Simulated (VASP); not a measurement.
Set up this calculation in VASP 6.6.1, as the native input.

| Item | Value |
| --- | --- |
| Task | single point |
| Functional | PBE |
| Potentials or basis | VASP PAW PBE potentials, release 64 (Ga_d, N) |
| Cutoff | 520 eV |
| k mesh | 1 × 1 × 2, shifted |
| Occupations | gaussian, width 0.01 eV |
| Spin | no spin polarisation |
| Dipole correction | no |
| Further INCAR settings | LREAL = Auto; ALGO = Normal; EDIFF = 1e-06; NBANDS = 86; ISYM = 0 |

The structure of GaN (GaN (P6_3mc)) lies in POSCAR:

```
GaN
1.0
    6.4372426900      0.0000000000      0.0000000000
   -3.2186213500      5.5748157000      0.0000000000
    0.0000000000      0.0000000000      5.2435339950
Ga N
8 8
Direct
    0.3333333350      0.1666666650      0.4991368700
    0.1666666650      0.3333333350      0.9991368700
    0.3333333350      0.6666666650      0.4991368700
    0.1666666650      0.8333333350      0.9991368700
    0.8333333350      0.1666666650      0.4991368700
    0.6666666650      0.3333333350      0.9991368700
    0.8333333350      0.6666666650      0.4991368700
    0.6666666650      0.8333333350      0.9991368700
    0.3333333350      0.1666666650      0.8758631300
    0.1666666650      0.3333333350      0.3758631300
    0.3333333350      0.6666666650      0.8758631300
    0.1666666650      0.8333333350      0.3758631300
    0.8333333350      0.1666666650      0.8758631300
    0.6666666650      0.3333333350      0.3758631300
    0.8333333350      0.6666666650      0.8758631300
    0.6666666650      0.8333333350      0.3758631300
```

These files were run (other wordings do the same):

INCAR

```
SYSTEM = GaN
PREC = Accurate
ENCUT = 520
EDIFF = 1E-6
ISMEAR = 0
SIGMA = 0.01
LREAL = Auto
LASPH = .TRUE.
NELM = 100
ALGO = Normal
ISIF = 2
LWAVE = .FALSE.
LCHARG = .FALSE.
GGA = PE
NBANDS = 86
ISYM = 0
```

KPOINTS

```
Automatic mesh
0
Gamma
  1 1 2
  0.25 0.25 0.25
```

Potentials or basis: VASP PAW PBE potentials, release 64 (Ga_d, N).

Command:

```console
$ cat potpaw_PBE.64/Ga_d/POTCAR potpaw_PBE.64/N/POTCAR > POTCAR
$ mpirun -np 1 vasp_std > vasp.out
```

Results of the run:

```json
{
  "Pressure": "-0.8 GPa",
  "Largest force": "0.062 eV/Å",
  "Band gap on the k mesh": "4.51 eV"
}
```

Caveat: the k points lie up to 1.13 Å⁻¹ apart.

Wall time 3.7 min on 1 thread of Intel(R) Xeon(R) Platinum 8488C (Sapphire Rapids), with other jobs on the host, peak memory 0.34 GiB.
